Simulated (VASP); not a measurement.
Crystal: BeSe3.

```
CELL_PARAMETERS angstrom
-2.12982 2.12982 4.75751
2.12982 -2.12982 4.75751
2.12982 2.12982 -4.75751
ATOMIC_POSITIONS crystal
Be 0.00000 0.00000 0.00000
Se 0.50000 0.50000 0.00000
Se 0.25000 0.75000 0.50000
Se 0.75000 0.25000 0.50000
```

* Program: VASP 6.6.1
* Task: relaxation of cell and atoms
* Functional: PBE
* Potentials or basis: VASP PAW PBE potentials, release 64 (Be, Se)
* Cutoff: 600 eV
* k mesh: 6 × 6 × 6
* Occupations: gaussian, width 0.1 eV
* Spin: no spin polarisation

At the start: pressure -7.6 GPa; volume 21.58 Å³/atom.

Task: How do energy, volume and symmetry change on relaxing?

Result: Over 17 steps the energy falls by 541.5 meV/atom and the volume is 26.50 Å³/atom (+22.8 %); space group I4/mmm (No. 139, to 0.1 Å) before and after.

Step by step:
| step | energy change (eV) | largest force (eV/Å) | pressure (GPa) | volume (Å³) |
| --- | --- | --- | --- | --- |
| 1 | 0.0000 | 0.0000 | -7.57 | 86.32 |
| 2 | -0.4999 | 0.0000 | 0.10 | 74.12 |
| 3 | -0.5181 | 0.0000 | 2.33 | 72.00 |
| 4 | -0.7554 | 0.0000 | 3.46 | 71.77 |
| 5 | -1.0146 | 0.0000 | 12.51 | 69.62 |
| 6 | -1.1072 | 0.0000 | 11.63 | 70.78 |
| 7 | -1.3969 | 0.0000 | 9.59 | 74.18 |
| 8 | -1.7876 | 0.0000 | 8.96 | 80.57 |
| 9 | -1.8022 | 0.0000 | 9.70 | 82.90 |
| 10 | -2.0272 | 0.0000 | 4.26 | 87.84 |
| 11 | -2.0963 | 0.0000 | 1.18 | 92.00 |
| 12 | -2.1010 | 0.0000 | 0.31 | 93.36 |
| 13 | -2.1010 | 0.0000 | 0.18 | 93.58 |
| 14 | -2.1089 | 0.0000 | 0.15 | 94.15 |
| 15 | -2.1287 | 0.0000 | 0.09 | 95.85 |
| 16 | -2.1540 | 0.0000 | 0.03 | 99.24 |
| 17 | -2.1662 | 0.0000 | 0.06 | 105.98 |

Final structure:
```
CELL_PARAMETERS angstrom
-1.77848 1.77848 8.37680
1.77848 -1.77848 8.37680
1.77848 1.77848 -8.37680
ATOMIC_POSITIONS crystal
Be 0.00000 0.00000 0.00000
Se 0.50000 0.50000 0.00000
Se 0.25000 0.75000 0.50000
Se 0.75000 0.25000 0.50000
```

Caveat: the volume moved by over 15 % at a fixed basis, so the end points are rough.
